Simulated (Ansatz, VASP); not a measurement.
Ge: VASP beside Ansatz

```xyz
2
Lattice="0.0000 2.7712 2.7712 2.7712 0.0000 2.7712 2.7712 2.7712 0.0000" Properties=species:S:1:pos:R:3 pbc="T T T"
Ge    4.1567    4.1567    4.1567
Ge    2.7712    2.7712    2.7712
```

Alike in both runs: task single point; functional r2SCAN; k mesh 8 × 8 × 8; occupations fermi-dirac, width 0.05 eV; no spin polarisation.

```csv
,VASP,Ansatz
version,VASP 6.6.1,Ansatz 0.2.0
potentials or method,"VASP PAW PBE potentials, release 64 (Ge_d)",Ansatz PAW
plane-wave cutoff (eV),520,500
valence electrons in the cell,28,28
```

```csv
,VASP,Ansatz,Ansatz less VASP
gap on the k mesh at the Fermi level (eV),0.66,0.68,+0.025
least direct gap on the mesh (eV),1.01,1.06,+0.048
pressure (GPa),6.1,5.9,-0.11
```

VASP's potentials were made for PBE, not for r2SCAN.
